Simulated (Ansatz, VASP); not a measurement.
## One calculation of LiF, two programs

```
Li F
1.0
     2.51626    0.00000    0.00000
     0.00000    2.51626    0.00000
     0.00000    0.00000    2.51626
Li F
1 1
Direct
  0.00000 0.00000 0.00000
  0.50000 0.50000 0.50000
```

Alike in both runs: task single point; functional r2SCAN; k mesh 10 × 10 × 10; no spin polarisation.

```csv
,VASP,Ansatz
version,VASP 6.6.1,Ansatz 0.2.0
potentials or method,"VASP PAW PBE potentials, release 64 (Li_sv, F_h)","plane waves, PAW"
plane-wave cutoff (eV),1490,500
occupations,"gaussian, width 0.01 eV",fixed
valence electrons in the cell,10,10
```

VASP gave:

| Property | Result |
| --- | --- |
| gap on the k mesh at the Fermi level (eV) | 9.11 |
| pressure (GPa) | -1.0 |

Task: Estimate Ansatz's values.

Result: gap on the k mesh at the Fermi level (eV): 8.91; pressure (GPa): 0.0.

VASP's potentials were made for PBE, not for r2SCAN.
